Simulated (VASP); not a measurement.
# Te2Mo in VASP: single point with PBE+D3(BJ)

Aim: the single point of Te2Mo with PBE+D3(BJ).

All numbers are computed with VASP 6.6.1; they aren't measurements. Logs are shortened: lines on timing, memory, paths and dates and some standing lists are left out, and cuts for length are marked.

**1. The cell of the first run**

The cell holds a slab with vacuum, 6 atoms: a = 3.504 Å, b = 3.504 Å, c = 24.768 Å, α = 90.00°, β = 90.00°, γ = 120.00°.

**2. Single point, PBE+D3(BJ)**

The input, INCAR:

```
SYSTEM = Te2Mo
PREC = Accurate ; ENCUT = 520
EDIFF = 1E-7 ; ISMEAR = 0
SIGMA = 0.05 ; LREAL = .False.
LASPH = .True. ; NELM = 60
ALGO = Normal ; ISIF = 2
LWAVE = .False. ; LCHARG = .False.
LDIPOL = .True. ; IDIPOL = 3
DIPOL = 0.5 0.5 0.398 ; GGA = PE
IVDW = 12 ; NBANDS = 35
```

The input, KPOINTS:

```
Automatic mesh
0
Gamma
  9 9 1
  0 0 0
```

The input, POSCAR:

```
Te2Mo
1.0
    3.5038815467      0.0000000000      0.0000000000
   -1.7519407734      3.0344504312      0.0000000000
    0.0000000000      0.0000000000     24.7677198428
Te Mo
4 2
Direct
    0.3333333333      0.6666666667      0.1816881016
    0.3333333333      0.6666666667      0.3284056818
    0.5000000000      1.3333333333      0.4668923904
    0.5000000000      1.3333333333      0.6136099705
    0.6666666667      0.3333333333      0.2550468917
    0.8333333333      1.0000000000      0.5402511804
```

Potentials or basis: VASP PAW PBE potentials, release 64 (Te, Mo_sv).

Run with:

```bash
$ cat potpaw_PBE.64/Te/POTCAR potpaw_PBE.64/Mo_sv/POTCAR > POTCAR
$ mpirun -np 1 vasp_std > vasp.out
```

OUTCAR:

```text
SYSTEM = Te2Mo
   PREC = Accurate
   ENCUT = 520
   EDIFF = 1E-7
   ISMEAR = 0
   LREAL = .False.
   LASPH = .True.
   NELM = 60
   ISIF = 2
   GGA = PE
   IVDW = 12
 IVDW          = 12

 ion  position               nearest neighbor table
   1  0.333  0.667  0.182-   5 2.72   5 2.72   5 2.72   2 3.63
   2  0.333  0.667  0.328-   5 2.72   5 2.72   5 2.72   1 3.63
   3  0.500  0.333  0.467-   6 2.72   6 2.72   6 2.72   4 3.63
   4  0.500  0.333  0.614-   6 2.72   6 2.72   6 2.72   3 3.63
   5  0.667  0.333  0.255-   1 2.72   2 2.72   1 2.72   2 2.72   1 2.72   2 2.72
   6  0.833  0.000  0.540-   3 2.72   3 2.72   3 2.72   4 2.72   4 2.72   4 2.72

  LATTYP: Found a hexagonal cell.
 ALAT       =     3.5038815467
 C/A-ratio  =     7.0686521541

  Lattice vectors:

 A1 = (   3.5038815467,   0.0000000000,   0.0000000000)
 A2 = (  -1.7519407734,   3.0344504312,   0.0000000000)
 A3 = (   0.0000000000,   0.0000000000,  24.7677198428)

Analysis of symmetry for initial positions (statically):
=====================================================================
 Subroutine PRICEL returns:
 Original cell was already a primitive cell.

 Routine SETGRP: Setting up the symmetry group for a
 hexagonal supercell.

 Subroutine GETGRP returns: Found  1 space group operations
 (whereof  1 operations were pure point group operations)
 out of a pool of 24 trial point group operations.

The static configuration has the point symmetry C_1 .

Analysis of symmetry for dynamics (positions and initial velocities):
=====================================================================
 Subroutine PRICEL returns:
 Original cell was already a primitive cell.

 Routine SETGRP: Setting up the symmetry group for a
 hexagonal supercell.

 Subroutine GETGRP returns: Found  1 space group operations
 (whereof  1 operations were pure point group operations)
 out of a pool of 24 trial point group operations.

The dynamic configuration has the point symmetry C_1 .

 Subroutine INISYM returns: Found  1 space group operations
 (whereof  1 operations are pure point group operations),
 and found     1 'primitive' translations

----------------------------------------------------------------------------------------

                                     Primitive cell

  volume of cell :     263.3392

  direct lattice vectors                    reciprocal lattice vectors
     3.503881547  0.000000000  0.000000000     0.285397776  0.164774483  0.000000000
    -1.751940773  3.034450431  0.000000000     0.000000000  0.329548965  0.000000000
     0.000000000  0.000000000 24.767719843     0.000000000  0.000000000  0.040375134

  length of vectors
     3.503881547  3.503881547 24.767719843     0.329548965  0.329548965  0.040375134

  position of ions in fractional coordinates (direct lattice)
     0.333333333  0.666666667  0.181688102
     0.333333333  0.666666667  0.328405682
     0.500000000  0.333333333  0.466892390
     0.500000000  0.333333333  0.613609971
     0.666666667  0.333333333  0.255046892
     0.833333333  0.000000000  0.540251180

  ion indices of the primitive-cell ions
   primitive index   ion index
                 1           1
                 2           2
                 3           3
                 4           4
                 5           5
                 6           6

----------------------------------------------------------------------------------------

 KPOINTS: Automatic mesh

Automatic generation of k-mesh.
 Grid dimensions read from file:
 generate k-points for:    9    9    1

 Generating k-lattice:

  Cartesian coordinates                     Fractional coordinates (reciprocal lattice)
     0.031710864  0.018308276  0.000000000     0.111111111  0.000000000  0.000000000
     0.000000000  0.036616552  0.000000000     0.000000000  0.111111111  0.000000000
     0.000000000  0.000000000  0.040375134     0.000000000  0.000000000  1.000000000

  Length of vectors
     0.036616552  0.036616552  0.040375134

  Shift w.r.t. Gamma in fractional coordinates (k-lattice)
     0.000000000  0.000000000  0.000000000

 Subroutine IBZKPT returns following result:
 ===========================================

 Found     41 irreducible k-points:

 Following reciprocal coordinates:
            Coordinates               Weight
  0.000000  0.000000  0.000000      1.000000
  0.111111 -0.000000  0.000000      2.000000
  0.000000  0.111111  0.000000      2.000000
 -0.111111  0.111111  0.000000      2.000000
  0.222222  0.000000  0.000000      2.000000
  0.000000  0.222222  0.000000      2.000000
[... 16 lines left out ...]
  0.333333  0.111111  0.000000      2.000000
 -0.111111  0.444444  0.000000      2.000000
 [... further k-points ...]
   k-points           NKPTS =     41   k-points in BZ     NKDIM =     41   number of bands    NBANDS=     35
   number of dos      NEDOS =    301   number of ions     NIONS =      6
   total plane-waves  NPLWV = 150528
   dimension x,y,z NGX =    28 NGY =   28 NGZ =  192
   dimension x,y,z NGXF=    56 NGYF=   56 NGZF=  384
   ions per type =               4   2
   NGX,Y,Z   is equivalent  to a cutoff of  13.28, 13.28, 12.89 a.u.
   NGXF,Y,Z  is equivalent  to a cutoff of  26.57, 26.57, 25.77 a.u.
 SYSTEM =  Te2Mo
   PREC   = accura    normal or accurate (medium, high low for compatibility)
   ISTART =      0    job   : 0-new  1-cont  2-samecut
   ICHARG =      2    charge: 1-file 2-atom 10-const
   ISPIN  =      1    spin polarized calculation?
   LNONCOLLINEAR =      F non collinear calculations
   LSORBIT =      F    spin-orbit coupling
   LASPH  =      T    aspherical Exc in radial PAW
   ENCUT  =  520.0 eV  38.22 Ry    6.18 a.u.   6.51  6.51 46.05*2*pi/ulx,y,z
   NELM   =     60;   NELMIN=  2; NELMDL= -5     # of ELM steps
   EDIFF  = 0.1E-06   stopping-criterion for ELM
   LREAL  =      F    real-space projection
   EDIFFG = 0.1E-05   stopping-criterion for IOM
   NSW    =      0    number of steps for IOM
   IBRION =     -1    ionic relax: 0-MD 1-quasi-New 2-CG
   NFREE  =      0    steps in history (QN), initial steepest desc. (CG)
   ISIF   =      2    stress and relaxation
   ISYM   =      2    0-nonsym 1-usesym 2-fastsym
   POTIM  = 0.5000    time-step for ionic-motion
   TEBEG  =    0.0;   TEEND  =   0.0 temperature during run
   PSTRESS=    0.0 pullay stress
   NELECT =      52.0000    total number of electrons
   NUPDOWN=      -1.0000    fix difference up-down
   EMIN   =  10.00;   EMAX   =-10.00  energy-range for DOS
   EFERMI =   0.00;   METHOD = LEGACY
   ISMEAR =     0;   SIGMA  =   0.05  broadening in eV -4-tet -1-fermi 0-gaus
   EFERMI_NEDOS =   21; number of points for ismear=-14 and -15
   IALGO  =     38    algorithm
   IMIX   =      4    mixing-type and parameters
     AMIX     =   0.40;   BMIX     =  1.00
     AMIX_MAG =   1.60;   BMIX_MAG =  1.00
  volume/ion in A,a.u.               =      43.89       296.18
  Fermi-wavevector in a.u.,A,eV,Ry     =   0.953317  1.801508 12.365162  0.908814
  Thomas-Fermi vector in A             =   2.081961
   LORBIT       =      0    0 simple, 1 ext, 2 COOP (PROOUT), +10 PAW based schemes
   GGA     = PE    functional components
   LHFCALC =     F    Hartree Fock is set to
   AEXX    =    0.0000 exact exchange contribution
   IVDW    =    12    specifies the selected vdW correction
   LEPSILON=     F    determine dielectric tensor
   LRPA    =     F    only Hartree local field effects (RPA)
 non-spin polarized calculation
 Gauss-broadening in eV      SIGMA  =   0.05
  energy-cutoff  :      520.00
  volume of cell :      263.34
 maximum number of plane-waves:      7173
 NGX is ok and might be reduce to    28
   NGX = 13   NGY = 13   NGZ = 93

 dipolmoment           0.000000      0.000000     -0.000002 electrons x Angstroem

 number of electron      52.0000000 magnetization

 dipolmoment           0.000000      0.000000      0.002537 electrons x Angstroem

 Free energy of the ion-electron system (eV)
  ---------------------------------------------------
  ext. energy  EPLUGINS =         0.00000000
  ---------------------------------------------------
  free energy    TOTEN  =       -35.96544626 eV

  energy without entropy =      -35.96544626  energy(sigma->0) =      -35.96544626

 E-fermi :   2.8582     XC(G=0):  -6.3833

 val. band max:        2.4954502520   @ k =   0.3333   0.3333   0.0000
 cond. band min:       3.5718128361   @ k =   0.2222   0.2222   0.0000
 fundamental gap:      1.0763625841
 Fermi energy:         2.8582032529

 k-point     1 :       0.0000    0.0000    0.0000
  band No.  band energies     occupation
      1     -58.2022      2.00000
      2     -58.1642      2.00000
      3     -32.3806      2.00000
      4     -32.3413      2.00000
      5     -32.2356      2.00000
      6     -32.2341      2.00000
[... 27 lines left out ...]
     34       6.0212      0.00000
     35       6.6654      0.00000

 k-point     2 :       0.1111   -0.0000    0.0000
  band No.  band energies     occupation
      1     -58.2010      2.00000
      2     -58.1630      2.00000
      3     -32.3771      2.00000
      4     -32.3378      2.00000
      5     -32.2502      2.00000
      6     -32.2391      2.00000
[... 27 lines left out ...]
     34       5.8770      0.00000
     35       6.9034      0.00000

 k-point     3 :       0.0000    0.1111    0.0000
  band No.  band energies     occupation
      1     -58.2010      2.00000
      2     -58.1630      2.00000
      3     -32.3771      2.00000
      4     -32.3378      2.00000
      5     -32.2506      2.00000
      6     -32.2387      2.00000
[... 27 lines left out ...]
     34       5.8266      0.00000
     35       6.9055      0.00000
[... 723 lines left out ...]
 k-point    23 :       0.3333    0.1111    0.0000
  band No.  band energies     occupation
      1     -58.1927      2.00000
      2     -58.1548      2.00000
      3     -32.3534      2.00000
      4     -32.3501      2.00000
      5     -32.3162      2.00000
      6     -32.3115      2.00000
[... 27 lines left out ...]
     34       6.1834      0.00000
     35       7.2490      0.00000

 k-point    24 :      -0.1111    0.4444    0.0000
  band No.  band energies     occupation
      1     -58.1927      2.00000
      2     -58.1548      2.00000
      3     -32.3537      2.00000
      4     -32.3505      2.00000
      5     -32.3151      2.00000
      6     -32.3130      2.00000
[... 27 lines left out ...]
     34       6.1116      0.00000
     35       7.3256      0.00000

 [... further k-points ...]

------------------------ aborting loop because EDIFF is reached ----------------------------------------

 vacuum level on the upper side and lower side of the slab       (xc-potential included)        -0.081        -0.119

 Edisp (eV)   -2.79960

 E8    (eV) :    -1.3245

  FORCE on cell =-STRESS in cart. coord.  units (eV):
  Direction    XX          YY          ZZ          XY          YZ          ZX
  --------------------------------------------------------------------------------------
  -------------------------------------------------------------------------------------
  Total      -0.13822    -0.09158    -0.17141    -0.13215    -0.19383     0.33982
  in kB      -0.84092    -0.55717    -1.04286    -0.80399    -1.17928     2.06747
  external pressure =       -0.81 kB  Pullay stress =        0.00 kB

 VOLUME and BASIS-vectors are now :
 -----------------------------------------------------------------------------
  energy-cutoff  :      520.00
  volume of cell :      263.34
      direct lattice vectors                 reciprocal lattice vectors
     3.503881547  0.000000000  0.000000000     0.285397776  0.164774483  0.000000000
    -1.751940773  3.034450431  0.000000000     0.000000000  0.329548965  0.000000000
     0.000000000  0.000000000 24.767719843     0.000000000  0.000000000  0.040375134

 POSITION                                       TOTAL-FORCE (eV/Angst)
 -----------------------------------------------------------------------------------
     -0.00000      2.02297      4.50000         0.005278     -0.000196      0.010112
     -0.00000      2.02297      8.13386        -0.066365      0.037531      0.018213
      1.16796      1.01148     11.56386         0.063290     -0.038823      0.001289
      1.16796      1.01148     15.19772         0.001852      0.001534      0.003774
      1.75194      1.01148      6.31693        -0.021445      0.010307     -0.009292
      2.91990      0.00000     13.38079         0.017391     -0.010354     -0.024096
 -----------------------------------------------------------------------------------
    total drift:                                0.000359      0.000077     -0.000003

  FREE ENERGIE OF THE ION-ELECTRON SYSTEM (eV)
  ---------------------------------------------------
  free  energy   TOTEN  =       -38.7650506625 eV

  energy  without entropy=      -38.7650506625  energy(sigma->0) =      -38.76505066

 vacuum level on the upper side and lower side of the slab         7.241         7.203
```

Run time: 20 min. Hardware: 1 thread of Oxide Virtual Turin-like, shared host; peak memory 0.54 GiB.

Results:

```yaml
Free_energy: -38.7651 eV
Largest_force: 0.078 eV/Å
Band_gap_on_the_k_mesh: 1.08 eV, indirect (least direct gap 1.14 eV)
Dispersion_energy_per_atom: -0.467 eV
```

Forces in eV/Å, atoms in the order of the input:
```
Te   0.005  0.000  0.010
Te  -0.066  0.038  0.018
Te   0.063 -0.039  0.001
Te   0.002  0.002  0.004
Mo  -0.021  0.010 -0.009
Mo   0.017 -0.010 -0.024
```

Caveat: spin-orbit coupling is left out, which moves the levels of the heavy elements.
